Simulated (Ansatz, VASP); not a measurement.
**PbS: VASP beside Ansatz**

Contents of INCAR:

```
ALGO = Normal ; EDIFF = 1E-6
ENCUT = 520 ; GGA = PS
ISIF = 2 ; ISMEAR = 0
LASPH = True ; LCHARG = False
LREAL = False ; LWAVE = False
NBANDS = 17 ; NELM = 60
PREC = Accurate ; SIGMA = 0.05
```

Contents of KPOINTS:

```
k-points
0
Gamma
  10 10 10
```

POSCAR

```
PbS
1.0
    0.0072939000      3.0556104000      2.7841350000
    3.0463892500      0.0072939000      2.7841350000
    3.0536831500      3.0629043000      0.0000000000
Pb S
1 1
Direct
    0.0103590061     -0.0103590061      0.0098712013
    0.4896409939      0.5103590061      0.4901287987
```

Input for Ansatz:

```yaml
crystal:
  lattice:
    - [0.0072939, 3.0556104, 2.784135]
    - [3.04638925, 0.0072939, 2.784135]
    - [3.05368315, 3.0629043, 0.0]
  atoms:
    - { symbol: Pb, position: [0.0103590061, -0.0103590061, 0.0098712013] }
    - { symbol: S, position: [0.4896409939, 0.5103590061, 0.4901287987] }
basis:
  ecutwfc: 420
kpoints:
  mp_grid: { grid: [10, 10, 10] }
hamiltonian:
  xc: pbesol
scf:
  occupations: { method: gaussian, width: 0.05 }
output:
  forces: true
  stress: true
  eigenvalues: true
  populations: true
```

Alike in both runs: task single point; functional PBEsol; k mesh 10 × 10 × 10; occupations gaussian, width 0.05 eV; no spin polarisation.

|  | VASP | Ansatz |
| --- | --- | --- |
| version | VASP 6.6.1 | Ansatz 0.2.0 |
| potentials or method | VASP PAW PBE potentials, release 64 (Pb_d, S), cutoff 520 eV | scalar-relativistic, plane waves, PAW |
| valence electrons in the cell | 20 | 20 |

Ansatz gave:

| Property | Result |
| --- | --- |
| gap on the k mesh at the Fermi level (eV) | 0.37 |
| least direct gap on the mesh (eV) | 0.38 |
| pressure (GPa) | 1.1 |
| traceless stress, the component that is largest in VASP (GPa) | 8.92 |
| rms of the force components (eV/Å) | 0.027 |

Task: What did VASP give for the same quantities?

Result: gap on the k mesh at the Fermi level (eV): 0.37; least direct gap on the mesh (eV): 0.38; pressure (GPa): 1.0; traceless stress, the component that is largest in VASP (GPa): 8.94; rms of the force components (eV/Å): 0.026.

VASP's potentials were made for PBE, not for PBEsol. Atom by atom the forces differ by 0.001 eV/Å (rms over components). The functional is the same, so the differences come from potentials, cutoffs and numerics.

Spin-orbit coupling is off throughout.
